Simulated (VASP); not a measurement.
# Be (Pm-3m) in VASP: further runs, part 2 of 2

VASP 6.6.1. Earlier steps stand in the parts before.

### 4 Density of states, PBE (volume scaled by 0.43)

POSCAR

```
Be
1.0
    1.6398448908      0.0000000000      0.0000000000
    0.0000000000      1.6398448908      0.0000000000
    0.0000000000      0.0000000000      1.6398448908
Be
1
Direct
    0.0000000000      0.0000000000      0.0000000000
```

INCAR.step1

```
  PREC = Accurate
  ENCUT = 520
  EDIFF = 1E-6
  ISMEAR = -1
  SIGMA = 0.1
  LREAL = False
  LASPH = True
  NELM = 120
  ALGO = Normal
  ISIF = 2
  LWAVE = False
  LCHARG = True
  GGA = PE
  NBANDS = 7
  GGA_COMPAT = False
  NEDOS = 2001
  LORBIT = 11
```

KPOINTS.step1

```
regular mesh
0
Gamma
  20 20 20
```

INCAR.step2

```
  PREC = Accurate
  ENCUT = 520
  EDIFF = 1E-6
  ISMEAR = -5
  SIGMA = 0.1
  LREAL = False
  LASPH = True
  NELM = 120
  ALGO = Normal
  ISIF = 2
  LWAVE = False
  LCHARG = False
  GGA = PE
  LORBIT = 11
  NBANDS = 7
  NEDOS = 2001
  ICHARG = 11
  GGA_COMPAT = False
```

KPOINTS.step2

```
regular mesh
0
Gamma
  30 30 30
```

Potentials or basis: VASP PAW PBE potentials, release 64 (Be).

Command:

```console
$ cat potpaw_PBE.64/Be/POTCAR > POTCAR
$ cp INCAR.step1 INCAR
$ cp KPOINTS.step1 KPOINTS
$ mpirun -np 1 vasp_std > vasp.out
$ cp INCAR.step2 INCAR
$ cp KPOINTS.step2 KPOINTS
$ mpirun -np 1 vasp_std > vasp.out
```

OUTCAR:

```text
PREC = Accurate
   ENCUT = 520
   EDIFF = 1E-6
   ISMEAR = -5
   LREAL = False
   LASPH = True
   NELM = 120
   ISIF = 2
   GGA = PE
   LORBIT = 11
   ICHARG = 11

 ion  position               nearest neighbor table
   1  0.000  0.000  0.000-

  LATTYP: Found a simple cubic cell.
 ALAT       =     1.6398448908

  Lattice vectors:

 A1 = (   1.6398448908,   0.0000000000,   0.0000000000)
 A2 = (   0.0000000000,   1.6398448908,   0.0000000000)
 A3 = (   0.0000000000,   0.0000000000,   1.6398448908)

Analysis of symmetry for initial positions (statically):
=====================================================================
 Subroutine PRICEL returns:
 Original cell was already a primitive cell.

 Routine SETGRP: Setting up the symmetry group for a
 simple cubic supercell.

 Subroutine GETGRP returns: Found 48 space group operations
 (whereof 48 operations were pure point group operations)
 out of a pool of 48 trial point group operations.

The static configuration has the point symmetry O_h .

Analysis of symmetry for dynamics (positions and initial velocities):
=====================================================================
 Subroutine PRICEL returns:
 Original cell was already a primitive cell.

 Routine SETGRP: Setting up the symmetry group for a
 simple cubic supercell.

 Subroutine GETGRP returns: Found 48 space group operations
 (whereof 48 operations were pure point group operations)
 out of a pool of 48 trial point group operations.

The dynamic configuration has the point symmetry O_h .

 Subroutine INISYM returns: Found 48 space group operations
 (whereof 48 operations are pure point group operations),
 and found     1 'primitive' translations

----------------------------------------------------------------------------------------

                                     Primitive cell

  volume of cell :       4.4097

[... 104 lines left out ...]
   EFERMI_NEDOS =   21; number of points for ismear=-14 and -15
   IALGO  =     38    algorithm
   IMIX   =      4    mixing-type and parameters
     AMIX     =   0.40;   BMIX     =  1.00
     AMIX_MAG =   1.60;   BMIX_MAG =  1.00
  volume/ion in A,a.u.               =       4.41        29.76
  Fermi-wavevector in a.u.,A,eV,Ry     =   1.257811  2.376918 21.525621  1.582089
  Thomas-Fermi vector in A             =   2.391452
   LORBIT       =     11    0 simple, 1 ext, 2 COOP (PROOUT), +10 PAW based schemes
   GGA     = PE    functional components
   LHFCALC =     F    Hartree Fock is set to
   AEXX    =    0.0000 exact exchange contribution
   IVDW    =     0    specifies the selected vdW correction
   LEPSILON=     F    determine dielectric tensor
   LRPA    =     F    only Hartree local field effects (RPA)
 non-spin polarized calculation
 Fermi weights with tetrahedron method with Bloechl corrections
  energy-cutoff  :      520.00
  volume of cell :        4.41
 maximum number of plane-waves:       136

 number of electron       2.0000000 magnetization

 Free energy of the ion-electron system (eV)
  ---------------------------------------------------
  ext. energy  EPLUGINS =         0.00000000
  ---------------------------------------------------
  free energy    TOTEN  =        -0.28623409 eV

  energy without entropy =       -0.28623409  energy(sigma->0) =       -0.28623409

 E-fermi :  14.3336     XC(G=0): -12.7021

 val. band max:       14.3262854566   @ k =   0.4667   0.0667   0.0667
 cond. band min:      14.2958259862   @ k =   0.5000   0.4000   0.1000
 fundamental gap:     -0.0304594704
 Fermi energy:        14.3335565587

 k-point     1 :       0.0000    0.0000    0.0000
  band No.  band energies     occupation
      1      -1.4820      2.00000
      2      37.9174      0.00000
      3      37.9174      0.00000
      4      37.9174      0.00000
      5      44.9628      0.00000
      6      44.9628      0.00000
      7      66.4055      0.00000
[... 221 lines left out ...]
 k-point    24 :       0.2667    0.0333    0.0000
  band No.  band energies     occupation
      1       0.6088      2.00000
      2      21.6228      0.00000
      3      40.4475      0.00000
      4      41.2399      0.00000
      5      49.6161      0.00000
      6      59.0262      0.00000
      7      69.3465      0.00000

 [... further k-points ...]
[... 5 lines left out ...]
  --------------------------------------------------------------------------------------
  -------------------------------------------------------------------------------------
  Total        6.7493852      6.7493852      6.7493852      0.0000000      0.0000000      0.0000000
  in kB     2452.2598186   2452.2598186   2452.2598186      0.0000000      0.0000000      0.0000000
  external PRESSURE =    2452.2598186 kB  Pullay stress =       0.0000000 kB

 VOLUME and BASIS-vectors are now :
 -----------------------------------------------------------------------------
  energy-cutoff  :      520.00
  volume of cell :        4.41
      direct lattice vectors                 reciprocal lattice vectors
     1.639844891  0.000000000  0.000000000     0.609813773  0.000000000  0.000000000
     0.000000000  1.639844891  0.000000000     0.000000000  0.609813773  0.000000000
     0.000000000  0.000000000  1.639844891     0.000000000  0.000000000  0.609813773

 POSITION                                       TOTAL-FORCE (eV/Angst)
 -----------------------------------------------------------------------------------
      0.00000      0.00000      0.00000         0.000000      0.000000      0.000000
 -----------------------------------------------------------------------------------
    total drift:                               -0.000000     -0.000000     -0.000000

  FREE ENERGIE OF THE ION-ELECTRON SYSTEM (eV)
  ---------------------------------------------------
  free  energy   TOTEN  =        -0.2862340931 eV

  energy  without entropy=       -0.2862340931  energy(sigma->0) =       -0.28623409

 total charge

# of ion       s       p       d       tot
------------------------------------------
    1        0.649   1.472   0.000   2.122
```

OUTCAR.step1:

```text
PREC = Accurate
   ENCUT = 520
   EDIFF = 1E-6
   ISMEAR = -1
   LREAL = False
   LASPH = True
   NELM = 120
   ISIF = 2
[... 456 lines left out ...]
      0.00000      0.00000      0.00000         0.000000      0.000000      0.000000
 -----------------------------------------------------------------------------------
    total drift:                               -0.000000     -0.000000     -0.000000

  FREE ENERGIE OF THE ION-ELECTRON SYSTEM (eV)
  ---------------------------------------------------
  free  energy   TOTEN  =        -0.2938315613 eV

  energy  without entropy=       -0.2803778905  energy(sigma->0) =       -0.28710473

 total charge

# of ion       s       p       d       tot
------------------------------------------
    1        0.646   1.477   0.000   2.122
```

OSZICAR.step1:

```text
N       E                     dE             d eps       ncg     rms          rms(c)
DAV:   1     0.921730935064E+00    0.92173E+00   -0.13923E+03  4928   0.251E+02
DAV:   2    -0.439995105196E+00   -0.13617E+01   -0.12855E+01  4977   0.277E+01
DAV:   3    -0.440910453738E+00   -0.91535E-03   -0.91526E-03  4851   0.730E-01
DAV:   4    -0.440910547198E+00   -0.93460E-07   -0.93601E-07  5467   0.626E-03
DAV:   5    -0.440910547959E+00   -0.76120E-09   -0.72159E-11  4704   0.295E-05    0.150E+00
DAV:   6    -0.322629039783E+00    0.11828E+00   -0.33572E-02  4214   0.195E+00    0.978E-01
DAV:   7    -0.293793773195E+00    0.28835E-01   -0.18063E-02  4305   0.151E+00    0.110E-01
DAV:   8    -0.293864617698E+00   -0.70845E-04   -0.29835E-05  4781   0.496E-02    0.249E-02
DAV:   9    -0.293833311783E+00    0.31306E-04   -0.26551E-05  4284   0.392E-02    0.714E-03
DAV:  10    -0.293832139023E+00    0.11728E-05   -0.19724E-07  3269   0.297E-03    0.289E-03
DAV:  11    -0.293831561251E+00    0.57777E-06   -0.12024E-07  2303   0.226E-03
   1 F= -.29383156E+00 E0= -.28710473E+00  d E =-.134537E-01
```

Run time: 60 s. Hardware: 1 thread of AMD EPYC 7R13, shared host; peak memory 0.11 GiB.

Caveat: tetrahedron occupations give inexact forces and stress in metals.
